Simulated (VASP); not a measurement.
# Li2ZrP2 (I4/mmm) in VASP: notebook, part 2 of 3

VASP 6.6.1.

### 3 Relaxation of cell and atoms, PBE

This run uses another cell than the first one, of 14.86 Å³/atom.

The input, INCAR:

```
PREC = Accurate ; ENCUT = 600
EDIFF = 1E-7 ; ISMEAR = 0
SIGMA = 0.1 ; LREAL = False
LASPH = True ; NELM = 100
ALGO = Normal ; ISIF = 3
LWAVE = False ; LCHARG = False
GGA = PE ; IBRION = 2
NSW = 90 ; EDIFFG = -0.04
```

The input, KPOINTS:

```
regular mesh
0
Gamma
  6 6 6
```

The input, POSCAR:

```
Li2ZrP2
1.0
   -1.9711057581      1.9711057581      4.7816741642
    1.9711057581     -1.9711057581      4.7816741642
    1.9711057581      1.9711057581     -4.7816741642
Li Zr P
2 1 2
Direct
    0.3711000000      0.3711000000      0.0000000000
    0.6289000000      0.6289000000      0.0000000000
    0.0000000000      0.0000000000      0.0000000000
    0.2500000000      0.7500000000      0.5000000000
    0.7500000000      0.2500000000      0.5000000000
```

Potentials or basis: VASP PAW PBE potentials, release 64 (Li_sv, Zr_sv, P).

Launch:

```bash
cat potpaw_PBE.64/Li_sv/POTCAR potpaw_PBE.64/Zr_sv/POTCAR potpaw_PBE.64/P/POTCAR > POTCAR
mpirun -np 1 vasp_std > vasp.out
```

OUTCAR:

```text
PREC = Accurate
   ENCUT = 600
   EDIFF = 1E-7
   ISMEAR = 0
   LREAL = False
   LASPH = True
   NELM = 100
   ISIF = 3
   GGA = PE
   IBRION = 2
   NSW = 90
   EDIFFG = -0.04

 ion  position               nearest neighbor table
   1  0.371  0.371  0.000-   4 2.29   5 2.29   4 2.29   5 2.29   2 2.47   3 3.05   3 3.05   3 3.05
                             3 3.05
   2  0.629  0.629  0.000-   4 2.29   5 2.29   4 2.29   5 2.29   1 2.47   3 3.05   3 3.05   3 3.05
                             3 3.05
   3  0.000  0.000  0.000-   2 3.05   2 3.05   2 3.05   1 3.05   2 3.05   1 3.05   1 3.05   1 3.05
                             5 3.10   4 3.10   4 3.10   5 3.10   4 3.10   4 3.10   5 3.10   5 3.10
   4  0.250  0.750  0.500-   1 2.29   2 2.29   1 2.29   2 2.29   5 2.79   5 2.79   5 2.79   5 2.79
                             3 3.10   3 3.10   3 3.10   3 3.10
   5  0.750  0.250  0.500-   1 2.29   2 2.29   1 2.29   2 2.29   4 2.79   4 2.79   4 2.79   4 2.79
                             3 3.10   3 3.10   3 3.10   3 3.10

  LATTYP: Found a body centered tetragonal cell.
 ALAT       =     3.9422115162
 C/A-ratio  =     2.4258841234

  Lattice vectors:

 A1 = (  -1.9711057581,   1.9711057581,   4.7816741642)
 A2 = (   1.9711057581,  -1.9711057581,   4.7816741642)
 A3 = (   1.9711057581,   1.9711057581,  -4.7816741642)

Analysis of symmetry for initial positions (statically):
=====================================================================
 Subroutine PRICEL returns:
 Original cell was already a primitive cell.

 Routine SETGRP: Setting up the symmetry group for a
 body centered tetragonal supercell.

 Subroutine GETGRP returns: Found 16 space group operations
 (whereof 16 operations were pure point group operations)
 out of a pool of 16 trial point group operations.

The static configuration has the point symmetry D_4h.

Analysis of symmetry for dynamics (positions and initial velocities):
=====================================================================
 Subroutine PRICEL returns:
[... 161 lines left out ...]
  ext. energy  EPLUGINS =         0.00000000
  ---------------------------------------------------
  free energy    TOTEN  =       -23.74038088 eV

  energy without entropy =      -23.71702501  energy(sigma->0) =      -23.72870295

------------------------ aborting loop because EDIFF is reached ----------------------------------------

  FORCE on cell =-STRESS in cart. coord.  units (eV):
  Direction    XX          YY          ZZ          XY          YZ          ZX
  --------------------------------------------------------------------------------------
  -------------------------------------------------------------------------------------
  Total        2.8826611      2.8826611     -5.6190270      0.0000000     -0.0000000      0.0000000
  in kB       62.1504606     62.1504606   -121.1467814      0.0000000     -0.0000000      0.0000000
  external PRESSURE =       1.0513799 kB  Pullay stress =       0.0000000 kB
[... 98 lines left out ...]
  FREE ENERGIE OF THE ION-ELECTRON SYSTEM (eV)
  ---------------------------------------------------
  free  energy   TOTEN  =       -24.5685452416 eV

  energy  without entropy=      -24.5467433001  energy(sigma->0) =      -24.55764427

[... ionic steps 4 to 7 ...]

--------------------------------------- Ionic step        8  -------------------------------------------

 number of electron      28.0000001 magnetization

------------------------ aborting loop because EDIFF is reached ----------------------------------------
[... 73 lines left out ...]
--------------------------------------- Ionic step       10  -------------------------------------------

 number of electron      28.0000003 magnetization

 Free energy of the ion-electron system (eV)
  ---------------------------------------------------
  ext. energy  EPLUGINS =         0.00000000
  ---------------------------------------------------
  free energy    TOTEN  =       -25.01118735 eV

  energy without entropy =      -24.99952726  energy(sigma->0) =      -25.00535731

 E-fermi :   7.5181     XC(G=0): -10.4838

 val. band max:        7.5019154791   @ k =  -0.3333   0.5000   0.3333
 cond. band min:       7.5268658291   @ k =  -0.3333  -0.3333   0.1667
 fundamental gap:      0.0249503500
 Fermi energy:         7.5180718987

 k-point     1 :       0.0000    0.0000    0.0000
  band No.  band energies     occupation
      1     -42.0966      2.00000
      2     -38.4689      2.00000
      3     -38.3883      2.00000
      4     -20.1061      2.00000
      5     -20.1061      2.00000
      6     -20.0864      2.00000
[... 481 lines left out ...]
      5     -20.1075      2.00000
      6     -20.0953      2.00000
[... 10 lines left out ...]
     17       9.0147      0.00000
     18       9.7766      0.00000

 [... further k-points ...]

------------------------ aborting loop because EDIFF is reached ----------------------------------------

  FORCE on cell =-STRESS in cart. coord.  units (eV):
  Direction    XX          YY          ZZ          XY          YZ          ZX
  --------------------------------------------------------------------------------------
  -------------------------------------------------------------------------------------
  Total        0.1105467      0.1105467      0.1573617      0.0000000      0.0000000     -0.0000000
  in kB        2.3888837      2.3888837      3.4005435      0.0000000      0.0000000     -0.0000000
  external PRESSURE =       2.7261036 kB  Pullay stress =       0.0000000 kB
[... 20 lines left out ...]
  FREE ENERGIE OF THE ION-ELECTRON SYSTEM (eV)
  ---------------------------------------------------
  free  energy   TOTEN  =       -25.0111873509 eV

  energy  without entropy=      -24.9995272626  energy(sigma->0) =      -25.00535731

 reached required accuracy - stopping structural energy minimisation
```

OSZICAR:

```text
N       E                     dE             d eps       ncg     rms          rms(c)
DAV:   1     0.206483271332E+03    0.20648E+03   -0.14875E+04  1080   0.174E+03
DAV:   2    -0.534997280981E+01   -0.21183E+03   -0.20718E+03  1254   0.391E+02
DAV:   3    -0.254590789219E+02   -0.20109E+02   -0.19654E+02  1954   0.833E+01
[... 109 lines left out ...]
DAV:   4    -0.250110439746E+02    0.50421E-04   -0.16146E-03  1658   0.228E-01    0.110E-01
DAV:   5    -0.250111510314E+02   -0.10706E-03   -0.19370E-04  1722   0.806E-02    0.358E-02
DAV:   6    -0.250111859235E+02   -0.34892E-04   -0.12600E-04  1758   0.637E-02    0.158E-02
DAV:   7    -0.250111866920E+02   -0.76851E-06   -0.77069E-06  1462   0.230E-02    0.422E-03
DAV:   8    -0.250111872898E+02   -0.59783E-06   -0.39546E-07  1324   0.572E-03    0.841E-04
DAV:   9    -0.250111873509E+02   -0.61052E-07   -0.59433E-08   782   0.152E-03
  10 F= -.25011187E+02 E0= -.25005357E+02  d E =-.133785E-02
```

CONTCAR:

```text
Li2ZrP2
   1.00000000000000
    -2.1717008177628880    2.1717008177628880    3.9300802453183565
     2.1717008177628880   -2.1717008177628880    3.9300802453183565
     2.1717008177628880    2.1717008177628880   -3.9300802453183565
  Li              Zr              P
     2     1     2
Direct
     0.3596884316411354    0.3596884316411354    0.0000000000000000
     0.6403115683588647    0.6403115683588647    0.0000000000000000
     1.0000000000000000    1.0000000000000000    1.0000000000000000
     0.2500000000000000    0.7500000000000000    0.5000000000000000
     0.7500000000000000    0.2500000000000000    0.5000000000000000

  0.00000000E+00  0.00000000E+00  0.00000000E+00
  0.00000000E+00  0.00000000E+00  0.00000000E+00
  0.00000000E+00  0.00000000E+00  0.00000000E+00
  0.00000000E+00  0.00000000E+00  0.00000000E+00
  0.00000000E+00  0.00000000E+00  0.00000000E+00
```

It took 14 min on 1 thread of Intel Xeon Platinum 8259CL at 2.50GHz (Skylake/Cascade Lake), shared host; peak memory 0.35 GiB.

Results:

| Property | Result |
| --- | --- |
| Free energy | -25.0112 eV |
| Relaxed volume | 14.83 Å³/atom |
| Relaxed cell | a = 4.988 Å, b = 4.988 Å, c = 4.988 Å, α = 128.38°, β = 128.38°, γ = 76.01° |
| Space group after relaxing (to 0.1 Å) | I4/mmm (No. 139) |
| Energy gained by relaxing | 254.2 meV/atom |
| Ionic steps | 10 |
| Pressure after relaxing | 0.3 GPa |
| Largest force after relaxing | 0.032 eV/Å |
| Band gap on the k mesh | zero (bands 14 and 15 overlap by 0.74 eV) |

Forces on the atoms (eV/Å):
```
Li   0.000  0.000  0.032
Li   0.000  0.000 -0.032
Zr   0.000  0.000  0.000
P    0.000  0.000  0.000
P    0.000  0.000  0.000
```

The path:
| step | energy change (eV) | largest force (eV/Å) | pressure (GPa) | volume (Å³) |
| --- | --- | --- | --- | --- |
| 1 | 0.0000 | 0.6102 | 0.11 | 74.31 |
| 2 | -0.5046 | 0.0886 | -1.36 | 74.25 |
| 3 | -0.8282 | 1.9971 | 2.03 | 71.87 |
| 4 | -1.0536 | 1.0615 | -1.04 | 73.36 |
| 5 | -1.0706 | 1.2360 | -0.66 | 73.11 |
| 6 | -1.1934 | 0.7237 | 1.67 | 72.21 |
| 7 | -1.1944 | 0.6507 | 2.06 | 72.07 |
| 8 | -1.2687 | 0.1018 | -0.31 | 74.60 |
| 9 | -1.2695 | 0.0475 | -0.55 | 74.90 |
| 10 | -1.2708 | 0.0318 | 0.27 | 74.14 |

Final structure:
```xyz
5
Lattice="-2.1717 2.1717 3.9301 2.1717 -2.1717 3.9301 2.1717 2.1717 -3.9301" Properties=species:S:1:pos:R:3 pbc="T T T"
Li    0.0000    0.0000    2.8272
Li    0.0000    0.0000    5.0330
Zr    2.1717    2.1717    3.9301
P     2.1717    0.0000    1.9650
P     0.0000    2.1717    1.9650
```

Levels at points of the mesh, in eV from the Fermi level:
| k point | band 12 | band 13 | band 14 | band 15 | band 16 | band 17 |
| --- | --- | --- | --- | --- | --- | --- |
| (0.00, 0.00, 0.00) | -2.16 | -1.84 | 0.32 | 0.32 | 0.54 | 2.87 |
| (0.50, 0.00, 0.00) | -2.73 | -2.61 | -1.77 | 0.05 | 0.76 | 1.99 |
| (0.50, 0.50, 0.00) | -2.74 | -1.39 | 0.42 | 1.50 | 2.27 | 2.61 |
| (0.50, 0.50, 0.50) | -0.74 | -0.74 | -0.64 | 0.16 | 1.13 | 1.36 |

Caveat: the cutoff is under 1.25 times the usual one of these potentials, so pressure, stress and relaxed cells hold a basis-set (Pulay) error.

### 4 Relaxation of cell and atoms, PBE

This run uses another cell than the first one, of 15.42 Å³/atom.

The input, INCAR:

```
SYSTEM = Li2ZrP2
PREC = Accurate ; ENCUT = 600
EDIFF = 1E-7 ; ISMEAR = 0
SIGMA = 0.1 ; LREAL = .FALSE.
LASPH = .TRUE. ; NELM = 80
ALGO = Normal ; ISIF = 3
LWAVE = .FALSE. ; LCHARG = .FALSE.
GGA = PE ; IBRION = 2
NSW = 90 ; EDIFFG = -0.04
```

The input, KPOINTS:

```
Automatic mesh
0
G
  6 6 6
  0 0 0
```

The input, POSCAR:

```
Li2ZrP2
1.0
   -1.8128659926      1.8128659926      5.8652075130
    1.8128659926     -1.8128659926      5.8652075130
    1.8128659926      1.8128659926     -5.8652075130
Li Zr P
2 1 2
Direct
    0.7500000000      0.2500000000      0.5000000000
    0.2500000000      0.7500000000      0.5000000000
    0.0000000000      0.0000000000      0.0000000000
    0.3570000000      0.3570000000      0.0000000000
    0.6430000000      0.6430000000      0.0000000000
```

Launch:

```bash
cat potpaw_PBE.64/Li_sv/POTCAR potpaw_PBE.64/Zr_sv/POTCAR potpaw_PBE.64/P/POTCAR > POTCAR
mpirun -np 1 vasp_std > vasp.out
```

Run time: 27 min. Hardware: 1 thread of Intel Xeon Platinum 8259CL at 2.50GHz (Skylake/Cascade Lake), shared host; peak memory 0.47 GiB.

It converged, with:

* Free energy: -26.8396 eV
* Relaxed volume: 14.78 Å³/atom
* Relaxed cell: a = 6.253 Å, b = 6.253 Å, c = 6.253 Å, α = 146.56°, β = 146.56°, γ = 48.01°
* Space group after relaxing (to 0.1 Å): I4/mmm (No. 139)
* Energy gained by relaxing: 387.5 meV/atom
* Ionic steps: 13
* Pressure after relaxing: 0.1 GPa
* Largest force after relaxing: 0.003 eV/Å
* Band gap on the k mesh: zero (bands 14 and 15 overlap by 0.95 eV)

Forces on the atoms (eV/Å):
```
Li   0.000  0.000  0.000
Li   0.000  0.000  0.000
Zr   0.000  0.000  0.000
P    0.000  0.000  0.003
P    0.000  0.000 -0.003
```

Stress tensor (GPa, compression positive):
```
 0.21  0.00  0.00
 0.00  0.21  0.00
 0.00  0.00 -0.07
```

Step by step:
```csv
step,energy change (eV),largest force (eV/Å),pressure (GPa),volume (Å³)
1,0.0000,4.1153,-0.10,77.10
2,-1.2750,2.2829,-3.11,76.98
3,-1.8391,0.9603,-2.14,76.71
4,-1.8745,0.4722,-3.82,76.80
5,-1.8920,0.1510,-3.52,76.78
6,-1.8935,0.0322,-3.38,76.77
7,-1.9131,0.3879,2.17,72.28
8,-1.9258,0.2142,-0.12,73.96
9,-1.9311,0.0722,0.03,73.73
10,-1.9327,0.0821,0.23,73.48
11,-1.9353,0.1013,0.10,73.68
12,-1.9361,0.1299,-0.02,73.88
13,-1.9374,0.0033,0.11,73.92
```

Final structure:
```
CELL_PARAMETERS angstrom
-1.79869 1.79869 5.71193
1.79869 -1.79869 5.71193
1.79869 1.79869 -5.71193
ATOMIC_POSITIONS crystal
Li 0.75000 0.25000 0.50000
Li 0.25000 0.75000 0.50000
Zr 0.00000 0.00000 0.00000
P 0.39593 0.39593 0.00000
P 0.60407 0.60407 0.00000
```

Levels at points of the mesh, in eV from the Fermi level:
| k point | band 11 | band 12 | band 13 | band 14 | band 15 | band 16 | band 17 | band 18 |
| --- | --- | --- | --- | --- | --- | --- | --- | --- |
| (0.00, 0.00, 0.00) | -1.94 | -1.94 | -1.61 | -1.61 | 1.28 | 1.82 | 1.88 | 3.63 |
| (0.50, 0.00, 0.00) | -3.43 | -3.23 | -1.48 | 0.21 | 0.31 | 1.01 | 2.82 | 3.37 |
| (0.50, 0.50, 0.00) | -4.34 | -4.24 | -4.17 | -0.25 | -0.11 | 3.34 | 3.55 | 4.08 |
| (0.50, 0.50, 0.50) | -2.10 | -1.92 | -1.34 | -1.34 | -0.47 | 0.75 | 1.28 | 3.61 |

Caveat: the cutoff is under 1.25 times the usual one of these potentials, so pressure, stress and relaxed cells hold a basis-set (Pulay) error.

### 5 Single point, PBE

This run uses another cell than the first one, of 14.89 Å³/atom.

The input, INCAR:

```
PREC     = Accurate       # precision mode
ENCUT    = 520            # plane-wave cutoff, eV
EDIFF    = 1E-6           # SCF threshold, eV
ISMEAR   = 0              # smearing method
SIGMA    = 0.1            # smearing width, eV
LREAL    = F              # projectors in reciprocal space
LASPH    = T              # aspherical terms in the spheres
NELM     = 60             # most SCF steps
ALGO     = Normal         # electronic algorithm
ISIF     = 2              # what is computed and relaxed
LWAVE    = F              # write WAVECAR
LCHARG   = F              # write CHGCAR
GGA      = PE             # functional
NBANDS   = 22             # bands
```

The input, KPOINTS:

```
regular mesh
0
Gamma
  12 12 12
```

The input, POSCAR:

```
Li2ZrP2
1.0
   -2.1772712520      2.1772712520      3.9252939384
    2.1772712520     -2.1772712520      3.9252939384
    2.1772712520      2.1772712520     -3.9252939384
Li Zr P
2 1 2
Direct
    0.3596973104      0.3596973104      0.0000000000
    0.6403026896      0.6403026896      0.0000000000
    0.0000000000      0.0000000000      0.0000000000
    0.2500000000      0.7500000000      0.5000000000
    0.7500000000      0.2500000000      0.5000000000
```

Launch:

```bash
cat potpaw_PBE.64/Li_sv/POTCAR potpaw_PBE.64/Zr_sv/POTCAR potpaw_PBE.64/P/POTCAR > POTCAR
mpirun -np 1 vasp_std > vasp.out
```

Run time: 5 min. Hardware: 1 thread of Intel Xeon Platinum 8259CL at 2.50GHz (Skylake/Cascade Lake), shared host; peak memory 0.42 GiB.

It converged, with:

```
Free energy            : -25.0005 eV
Largest force          : 0.011 eV/Å
Band gap on the k mesh : zero (bands 14 and 15 overlap by 0.93 eV)
```

Forces in eV/Å, atoms in the order of the input:
```
Li   0.000  0.000  0.011
Li   0.000  0.000 -0.011
Zr   0.000  0.000  0.000
P    0.000  0.000  0.000
P    0.000  0.000  0.000
```

Levels at points of the mesh, in eV from the Fermi level:
```csv
k point,band 11,band 12,band 13,band 14,band 15,band 16,band 17,band 18
"(0.00, 0.00, 0.00)",-3.48,-2.15,-1.84,0.27,0.27,0.51,2.83,2.83
"(0.50, 0.00, 0.00)",-2.98,-2.76,-2.62,-1.81,0.03,0.72,1.96,2.75
"(0.50, 0.50, 0.00)",-3.64,-2.73,-1.40,0.37,1.44,2.21,2.56,3.59
"(0.50, 0.50, 0.50)",-4.57,-0.78,-0.78,-0.66,0.14,1.10,1.34,2.02
```

Caveat: the cutoff is under 1.25 times the usual one of these potentials, so pressure, stress and relaxed cells hold a basis-set (Pulay) error.

[end of part 2 of 3]

The gap in the log of VASP goes by the Fermi energy; the results here count the filled bands.